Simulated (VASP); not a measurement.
**O: single point with PBE**

Crystal: O.

```xyz
2
Lattice="0.0000 1.8899 3.8988 1.5018 0.0000 3.8988 1.5018 1.8899 0.0000" Properties=species:S:1:pos:R:3 pbc="T T T"
O     1.5018    1.8899    4.5141
O     1.5018    1.8899    3.2836
```

| Property | Result |
| --- | --- |
| Program | VASP 6.6.1 |
| Task | single point |
| Functional | PBE |
| Potentials or basis | VASP PAW PBE potentials, release 64 (O) |
| Cutoff | 520 eV |
| k mesh | 12 × 12 × 12 |
| Occupations | gaussian, width 0.02 eV |
| Spin | no spin polarisation |
| Dipole correction | no |
| Further INCAR settings | ALGO = Normal; EDIFF = 1e-06; NBANDS = 13 |

```json
{
  "Pressure": "0.7 GPa",
  "Largest force": "0.121 eV/Å",
  "Band gap on the k mesh": "zero (band 6 reaches 1.73 eV, above the bottom of band 7 at -0.22 eV)"
}
```

Forces in eV/Å, atoms in the order of the input:
```
O    0.000  0.000 -0.121
O    0.000  0.000  0.121
```

Stress tensor (GPa, compression positive):
```
 2.23  0.00  0.00
 0.00 -0.74  0.00
 0.00  0.00  0.74
```

Levels at points of the mesh, in eV from the Fermi level:
```
           k point  band 2  band 3  band 4  band 5  band 6  band 7  band 8  band 9  band 10  band 11
(0.00, 0.00, 0.00)  -14.70   -8.50   -5.03   -4.55    1.16    1.57   10.12   10.16    12.71    18.56
(0.50, 0.00, 0.00)  -13.86   -8.88   -6.99   -4.67   -1.84    1.51    9.19   15.03    15.20    17.30
(0.50, 0.50, 0.00)  -15.25   -7.30   -5.08   -4.58    1.28    1.63    6.31   10.89    13.71    20.41
(0.50, 0.00, 0.50)  -12.99   -8.55   -7.05   -6.56   -1.30   -0.53   10.39   11.98    15.55    18.55
(0.00, 0.50, 0.50)  -13.16   -8.41   -7.15   -6.20   -1.74   -0.26    9.63   11.94    17.40    17.72
```

Run time: 25 s on 1 thread of Intel(R) Xeon(R) 6975P-C (Granite Rapids), with other jobs on the host, peak memory 0.18 GiB.

Caveat: the standard files for N, O and F lose accuracy on very short bonds; spin is off for a triplet molecule.
